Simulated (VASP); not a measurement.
# BP: electric field gradients with LDA

Crystal: BP.

```xyz
2
Lattice="0.0000 2.2227 2.2227 2.2227 0.0000 2.2227 2.2227 2.2227 0.0000" Properties=species:S:1:pos:R:3 pbc="T T T"
B     0.0000    0.0000    0.0000
P     3.3340    3.3340    3.3340
```

This cell differs from its parent crystal: volume scaled by 0.94.

```json
{"Program": "VASP 6.6.1", "Task": "electric field gradients", "Functional": "LDA", "Potentials or basis": "VASP PAW LDA potentials, release 64 (B, P)", "Cutoff": "520 eV", "k mesh": "12 × 12 × 12", "Occupations": "fermi-dirac, width 0.08 eV", "Spin": "no spin polarisation", "Dipole correction": "no", "Further INCAR settings": "ALGO = Normal; EDIFF = 1e-08; NBANDS = 11"}
```

- Pressure: 5.5 GPa
- Band gap on the k mesh: 1.11 eV, indirect (least direct gap 3.48 eV)

Levels at points of the mesh, in eV from the valence-band top:
```tsv
k point	band 2	band 3	band 4	band 5	band 6	band 7
(0.00, 0.00, 0.00)	0.00	0.00	0.00	3.48	3.48	3.48
(0.50, 0.00, 0.00)	-9.46	-1.82	-1.82	4.16	4.73	4.73
(0.50, 0.50, 0.00)	-8.80	-4.33	-4.33	1.19	1.51	12.58
```

Wall time 9 s on 1 thread of AMD EPYC 9R45 96-Core Processor (Zen 5), on a shared host, peak memory 0.1 GiB.

Caveat: without QUAD_EFG the Cq values of the log hold for a quadrupole moment of 1 mb, not for the nuclei. A k mesh can miss the band edges.
